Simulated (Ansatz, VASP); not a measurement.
**Re in VASP and in Ansatz**

The input INCAR:

```
PREC = Accurate
ENCUT = 500
EDIFF = 1E-6
ISMEAR = -1
SIGMA = 0.1
LREAL = False
LASPH = True
NELM = 120
ALGO = Normal
ISIF = 2
LWAVE = False
LCHARG = False
GGA = PE
NBANDS = 22
GGA_COMPAT = False
```

Contents of KPOINTS:

```
Automatic mesh
0
Gamma
  12 12 12
```

Contents of POSCAR:

```
Re
1.0
    0.0000000000      2.7781294758      2.7781294758
    2.7781294758      0.0000000000      2.7781294758
    2.7781294758      2.7781294758      0.0000000000
Re
2
Direct
   -0.1250000000     -0.1250000000     -0.1250000000
    0.1250000000      0.1250000000      0.1250000000
```

Input for Ansatz:

```yaml
crystal:
  lattice:
    - [0.0, 2.7781294758, 2.7781294758]
    - [2.7781294758, 0.0, 2.7781294758]
    - [2.7781294758, 2.7781294758, 0.0]
  atoms:
    - { symbol: Re, position: [-0.125, -0.125, -0.125] }
    - { symbol: Re, position: [0.125, 0.125, 0.125] }
kpoints:
  mp_grid: { grid: [12, 12, 12] }
  band_path:
    path:
      - [0.0, 0.0, 0.0]
      - [0.5, 0.0, 0.5]
      - [0.625, 0.25, 0.625]
      - [0.375, 0.375, 0.75]
      - [0.0, 0.0, 0.0]
      - [0.5, 0.5, 0.5]
      - [0.5, 0.25, 0.75]
      - [0.5, 0.0, 0.5]
    npoints: 8
scf:
  occupations: { method: fermi_dirac, width: 0.1 }
hamiltonian:
  xc: pbe
  pseudopotentials: { kind: paw }
output:
  forces: true
  stress: true
  eigenvalues: true
  populations: true
  dos: { projected: true, de: 0.2, e_range: [-14, 8] }
  write_density: true
  write_potential: true
  elf: true
  volumetric_format: npy
```

Change from the starting cell: volume scaled by 0.95, PAW files.

Alike in both runs: task single point; functional PBE; k mesh 12 × 12 × 12; occupations fermi-dirac, width 0.1 eV; no spin polarisation.

```csv
,VASP,Ansatz
version,VASP 6.6.1,Ansatz 0.2.0
potentials or method,"VASP PAW PBE potentials, release 64 (Re_sv_GW)","PAW with Ansatz's default frozen-core files, scalar-relativistic"
plane-wave cutoff (eV),500,420
valence electrons in the cell,30,30
```

VASP gave:

- pressure (GPa): 8.5

Question: What did Ansatz give for the same quantities?

Answer: Pressure (GPa): 10.1.

Spin-orbit coupling is off throughout.
